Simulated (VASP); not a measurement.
## Fe: single point with PBE

Crystal: Fe.

```
CELL_PARAMETERS angstrom
0.00000 1.75450 1.75450
1.75450 0.00000 1.75450
3.50900 3.50900 0.00000
ATOMIC_POSITIONS crystal
Fe 0.00000 0.00000 0.00000
Fe 0.00000 0.00000 0.50000
```

| Quantity | Value |
| --- | --- |
| Program | VASP 6.6.1 |
| Task | single point |
| Functional | PBE |
| Potentials or basis | VASP PAW PBE potentials, release 64 (Fe) |
| Cutoff | 520 eV |
| k mesh | 12 × 12 × 6 |
| Occupations | fermi-dirac, width 0.1 eV |
| Spin | collinear spin, ferromagnetic start |
| Starting moments | [4.0, 4.0] μB |
| Dipole correction | no |
| Further INCAR settings | ALGO = Normal; EDIFF = 1e-06; NBANDS = 19 |

* Pressure: -3.2 GPa
* Net moment: 2.46 μB per cell
* Site moments: Fe +1.22 μB
* Valence electrons inside the program's atomic spheres: Fe 7.37

Levels at points of the mesh, in eV from the Fermi level:
Spin up:
| k point | band 5 | band 6 | band 7 | band 8 | band 9 | band 10 | band 11 | band 12 | band 13 | band 14 |
| --- | --- | --- | --- | --- | --- | --- | --- | --- | --- | --- |
| (0.00, 0.00, 0.00) | -1.97 | -1.97 | -1.97 | -0.94 | -0.94 | 0.05 | 0.26 | 0.26 | 7.44 | 21.43 |
| (0.50, 0.00, 0.00) | -2.26 | -0.02 | 0.05 | 0.26 | 0.26 | 0.66 | 0.66 | 2.96 | 7.44 | 10.67 |
| (0.00, 0.00, 0.50) | -1.85 | -1.85 | -1.85 | -1.85 | -0.68 | -0.68 | -0.68 | -0.68 | 15.50 | 15.50 |
| (0.50, 0.00, 0.50) | -1.94 | -1.94 | -1.17 | -1.17 | 0.36 | 0.36 | 3.30 | 3.30 | 9.72 | 9.72 |
Spin down:
```tsv
k point	band 5	band 6	band 7	band 8	band 9	band 10
(0.00, 0.00, 0.00)	-1.06	-0.94	-0.94	0.14	0.85	0.85
(0.50, 0.00, 0.00)	-0.94	0.14	1.63	1.63	1.70	1.70
(0.00, 0.00, 0.50)	-0.70	-0.70	-0.70	-0.70	0.86	0.86
(0.50, 0.00, 0.50)	-1.15	-1.15	0.26	0.26	1.70	1.70
```

Run time: 55 s on 1 thread of AMD EPYC 9R14 (Zen 4) (shared host), peak memory 0.15 GiB.

Caveat: the moment fell far below its start of 4 μB, so a state of higher moment may lie lower in energy.
